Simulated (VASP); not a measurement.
# Pd in VASP: single point with PBE+D3(BJ)

Aim: the single point of Pd with PBE+D3(BJ).

Everything below comes from runs of VASP 6.6.1. Logs are shortened: lines on timing, memory, paths and dates and some standing lists are left out, and cuts for length are marked.

### Step 1. The cell of the first run

The cell holds a slab with vacuum, 16 atoms: a = 5.500 Å, b = 5.500 Å, c = 21.834 Å, α = 90.00°, β = 90.00°, γ = 90.00°.

### Step 2. Single point, PBE+D3(BJ)

INCAR

```
PREC = Accurate ; ENCUT = 520
EDIFF = 1E-6 ; ISMEAR = 0
SIGMA = 0.1 ; LREAL = Auto
LASPH = True ; NELM = 80
ALGO = Normal ; ISIF = 2
LWAVE = False ; LCHARG = False
LDIPOL = True ; IDIPOL = 3
DIPOL = 0.5 0.5 0.500 ; GGA = PE
IVDW = 12 ; NBANDS = 94
```

KPOINTS

```
Automatic mesh
0
Gamma
  4 4 1
```

POSCAR

```
Pd
1.0
    5.5001966168      0.0000000000      0.0000000000
    0.0000000000      5.5001966168      0.0000000000
    0.0000000000      0.0000000000     21.8338394884
Pd
16
Direct
    0.2500000000      0.2500000000      0.3664037195
    0.2500000000      0.7500000000      0.3664037195
    0.7500000000      0.2500000000      0.3664037195
    0.7500000000      0.7500000000      0.3664037195
    0.5000000000      0.5000000000      0.4554679065
    0.5000000000      0.0000000000      0.4554679065
    0.0000000000      0.5000000000      0.4554679065
    0.0000000000      0.0000000000      0.4554679065
    0.7500000000      0.7500000000      0.5445320935
    0.7500000000      0.2500000000      0.5445320935
    0.2500000000      0.7500000000      0.5445320935
    0.2500000000      0.2500000000      0.5445320935
    0.0000000000      0.0000000000      0.6335962805
    0.0000000000      0.5000000000      0.6335962805
    0.5000000000      0.0000000000      0.6335962805
    0.5000000000      0.5000000000      0.6335962805
```

Potentials or basis: VASP PAW PBE potentials, release 64 (Pd).

Started as:

```sh
$ cat potpaw_PBE.64/Pd/POTCAR > POTCAR
$ mpirun -np 1 vasp_std > vasp.out
```

OUTCAR:

```text
PREC = Accurate
   ENCUT = 520
   EDIFF = 1E-6
   ISMEAR = 0
   LREAL = Auto
   LASPH = True
   NELM = 80
   ISIF = 2
   GGA = PE
   IVDW = 12
 IVDW          = 12

 ion  position               nearest neighbor table
   1  0.250  0.250  0.366-   2 2.75   3 2.75   2 2.75   3 2.75   7 2.75   8 2.75   5 2.75   6 2.75

   2  0.250  0.750  0.366-   1 2.75   4 2.75   1 2.75   4 2.75   7 2.75   8 2.75   5 2.75   6 2.75

   3  0.750  0.250  0.366-   1 2.75   4 2.75   4 2.75   1 2.75   7 2.75   8 2.75   5 2.75   6 2.75
[... 33 lines left out ...]
 A1 = (   5.5001966168,   0.0000000000,   0.0000000000)
 A2 = (   0.0000000000,   5.5001966168,   0.0000000000)
 A3 = (   0.0000000000,   0.0000000000,  21.8338394884)

Analysis of symmetry for initial positions (statically):
=====================================================================
 Subroutine PRICEL returns following result:

  LATTYP: Found a simple tetragonal cell.
 ALAT       =     2.7500983084
 C/A-ratio  =     7.9392941779

  Lattice vectors:

 A1 = (   2.7500983084,   0.0000000000,   0.0000000000)
 A2 = (   0.0000000000,   2.7500983084,   0.0000000000)
 A3 = (   0.0000000000,   0.0000000000,  21.8338394884)

   4 primitive cells build up your supercell.

 Routine SETGRP: Setting up the symmetry group for a
 simple tetragonal supercell.

 Subroutine GETGRP returns: Found 16 space group operations
 (whereof  8 operations were pure point group operations)
 out of a pool of 16 trial point group operations.

The static configuration has the point symmetry C_4v.
 The point group associated with its full space group is D_4h.

Analysis of symmetry for dynamics (positions and initial velocities):
=====================================================================
 Subroutine PRICEL returns following result:

  LATTYP: Found a simple tetragonal cell.
 ALAT       =     2.7500983084
 C/A-ratio  =     7.9392941779

  Lattice vectors:

 A1 = (   2.7500983084,   0.0000000000,   0.0000000000)
 A2 = (   0.0000000000,   2.7500983084,   0.0000000000)
 A3 = (   0.0000000000,   0.0000000000,  21.8338394884)

   4 primitive cells build up your supercell.

 Routine SETGRP: Setting up the symmetry group for a
 simple tetragonal supercell.

 Subroutine GETGRP returns: Found 16 space group operations
 (whereof  8 operations were pure point group operations)
 out of a pool of 16 trial point group operations.

The dynamic configuration has the point symmetry C_4v.
[... 96 lines left out ...]
   NELECT =     160.0000    total number of electrons
   NUPDOWN=      -1.0000    fix difference up-down
   EMIN   =  10.00;   EMAX   =-10.00  energy-range for DOS
   EFERMI =   0.00;   METHOD = LEGACY
   ISMEAR =     0;   SIGMA  =   0.10  broadening in eV -4-tet -1-fermi 0-gaus
   EFERMI_NEDOS =   21; number of points for ismear=-14 and -15
   IALGO  =     38    algorithm
   IMIX   =      4    mixing-type and parameters
     AMIX     =   0.40;   BMIX     =  1.00
     AMIX_MAG =   1.60;   BMIX_MAG =  1.00
  volume/ion in A,a.u.               =      41.28       278.59
  Fermi-wavevector in a.u.,A,eV,Ry     =   1.020515  1.928493 14.169794  1.041450
  Thomas-Fermi vector in A             =   2.154089
   LORBIT       =      0    0 simple, 1 ext, 2 COOP (PROOUT), +10 PAW based schemes
   GGA     = PE    functional components
   LHFCALC =     F    Hartree Fock is set to
   AEXX    =    0.0000 exact exchange contribution
   IVDW    =    12    specifies the selected vdW correction
   LEPSILON=     F    determine dielectric tensor
   LRPA    =     F    only Hartree local field effects (RPA)
 non-spin polarized calculation
 Gauss-broadening in eV      SIGMA  =   0.10
  energy-cutoff  :      520.00
  volume of cell :      660.52
 maximum number of plane-waves:     17810
 NGX is ok and might be reduce to    42
   NGX = 21   NGY = 21   NGZ = 81

 dipolmoment           0.000000      0.000000     -0.000000 electrons x Angstroem

 number of electron     160.0000089 magnetization

 dipolmoment           0.000000      0.000000      0.000000 electrons x Angstroem

 Free energy of the ion-electron system (eV)
  ---------------------------------------------------
  ext. energy  EPLUGINS =         0.00000000
  ---------------------------------------------------
  free energy    TOTEN  =       -77.67068808 eV

  energy without entropy =      -77.44897525  energy(sigma->0) =      -77.55983166

 E-fermi :   0.1724     XC(G=0):  -5.5518

 val. band max:        0.1643081124   @ k =   0.5000   0.2500   0.0000
 cond. band min:       0.1822457086   @ k =   0.0000   0.0000   0.0000
 fundamental gap:      0.0179375963
 Fermi energy:         0.1723865106

 k-point     1 :       0.0000    0.0000    0.0000
  band No.  band energies     occupation
      1      -6.3368      2.00000
      2      -5.0461      2.00000
      3      -4.8141      2.00000
      4      -4.8141      2.00000
      5      -4.7234      2.00000
      6      -4.7234      2.00000
[... 559 lines left out ...]
     91       2.7826      0.00000
     92       2.7826      0.00000
 [bands above 92 left out]

------------------------ aborting loop because EDIFF is reached ----------------------------------------

 vacuum level on the upper side and lower side of the slab       (xc-potential included)        -0.093        -0.093

 Edisp (eV)   -7.58896

 E8    (eV) :    -3.4928

  FORCE on cell =-STRESS in cart. coord.  units (eV):
  Direction    XX          YY          ZZ          XY          YZ          ZX
  --------------------------------------------------------------------------------------
  -------------------------------------------------------------------------------------
  Total      -8.75189    -8.75189    -0.42795     0.00000    -0.00000     0.00000
  in kB     -21.22883   -21.22883    -1.03805     0.00000    -0.00000     0.00000
  external pressure =      -14.50 kB  Pullay stress =        0.00 kB

 VOLUME and BASIS-vectors are now :
 -----------------------------------------------------------------------------
  energy-cutoff  :      520.00
  volume of cell :      660.52
      direct lattice vectors                 reciprocal lattice vectors
     5.500196617  0.000000000  0.000000000     0.181811682  0.000000000  0.000000000
     0.000000000  5.500196617  0.000000000     0.000000000  0.181811682  0.000000000
     0.000000000  0.000000000 21.833839488     0.000000000  0.000000000  0.045800465

 POSITION                                       TOTAL-FORCE (eV/Angst)
 -----------------------------------------------------------------------------------
      1.37505      1.37505      8.00000        -0.000000     -0.000000      0.016625
      1.37505      4.12515      8.00000        -0.000000      0.000000      0.016625
      4.12515      1.37505      8.00000         0.000000      0.000000      0.016625
      4.12515      4.12515      8.00000        -0.000000     -0.000000      0.016625
      2.75010      2.75010      9.94461        -0.000000     -0.000000     -0.018227
      2.75010      0.00000      9.94461        -0.000000      0.000000     -0.018227
[... 8 lines left out ...]
      2.75010      0.00000     13.83384        -0.000000     -0.000000     -0.016625
      2.75010      2.75010     13.83384         0.000000      0.000000     -0.016625
 -----------------------------------------------------------------------------------
    total drift:                                0.000000      0.000000      0.000000

  FREE ENERGIE OF THE ION-ELECTRON SYSTEM (eV)
  ---------------------------------------------------
  free  energy   TOTEN  =       -85.2596497345 eV

  energy  without entropy=      -85.0379369066  energy(sigma->0) =      -85.14879332

 vacuum level on the upper side and lower side of the slab         5.284         5.284
```

Wall time 12 min (1 thread of Intel Xeon Platinum 8488C (Sapphire Rapids), shared host); peak memory 0.69 GiB.

What came out:

```
Free energy                : -85.2596 eV
Largest force              : 0.018 eV/Å
Band gap on the k mesh     : zero (bands 80 and 81 overlap by 0.31 eV)
Dispersion energy per atom : -0.474 eV
```

Forces on the atoms (eV/Å):
```
Pd   0.000  0.000  0.017
Pd   0.000  0.000  0.017
Pd   0.000  0.000  0.017
Pd   0.000  0.000  0.017
Pd   0.000  0.000 -0.018
Pd   0.000  0.000 -0.018
Pd   0.000  0.000 -0.018
Pd   0.000  0.000 -0.018
Pd   0.000  0.000  0.018
Pd   0.000  0.000  0.018
Pd   0.000  0.000  0.018
Pd   0.000  0.000  0.018
Pd   0.000  0.000 -0.017
Pd   0.000  0.000 -0.017
Pd   0.000  0.000 -0.017
Pd   0.000  0.000 -0.017
```
